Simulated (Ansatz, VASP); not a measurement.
Two plane-wave programs on Sb

File INCAR:

```
SYSTEM = Sb
PREC = Accurate
ENCUT = 520
EDIFF = 1E-8
ISMEAR = -1
SIGMA = 0.05
LREAL = .FALSE.
LASPH = .TRUE.
NELM = 100
ALGO = Normal
ISIF = 2
LWAVE = .FALSE.
LCHARG = .FALSE.
GGA = PE
LEFG = .TRUE.
NBANDS = 8
```

Contents of KPOINTS:

```
regular mesh
0
G
  12 12 12
  0 0 0
```

POSCAR

```
Sb
1.0
    0.0000000000      2.3427936025      2.3427936025
    2.3427936025      0.0000000000      2.3427936025
    2.3427936025      2.3427936025      0.0000000000
Sb
1
Direct
    0.0000000000      0.0000000000      0.0000000000
```

Input for Ansatz:

```yaml
crystal:
  lattice:
    - [0.0, 2.3427936025, 2.3427936025]
    - [2.3427936025, 0.0, 2.3427936025]
    - [2.3427936025, 2.3427936025, 0.0]
  atoms:
    - { symbol: Sb, position: [0.0, 0.0, 0.0] }
kpoints:
  mp_grid: { grid: [12, 12, 12] }
scf:
  occupations: { method: fermi_dirac, width: 0.05 }
hamiltonian:
  xc: pbe
  pseudopotentials: { kind: paw }
output:
  forces: true
  stress: true
  eigenvalues: true
  efg: { contact_densities: true }
```

Change from the starting cell: volume scaled by 1.05, PAW files.

Alike in both runs: task electric field gradients; functional PBE; k mesh 12 × 12 × 12; occupations fermi-dirac, width 0.05 eV; no spin polarisation.

```csv
,VASP,Ansatz
version,VASP 6.6.1,Ansatz 0.2.0
potentials or method,"VASP PAW PBE potentials, release 64 (Sb)","PAW with Ansatz's default frozen-core files, scalar-relativistic"
plane-wave cutoff (eV),520,420
valence electrons in the cell,5,15
```

```csv
,VASP,Ansatz,Ansatz less VASP
pressure (GPa),4.5,4.7,+0.15
```

VASP's potentials hold 5 valence electrons a cell and Ansatz's 15, so a difference there can come from the potentials and not from the codes.

Neither program's run includes spin-orbit coupling.
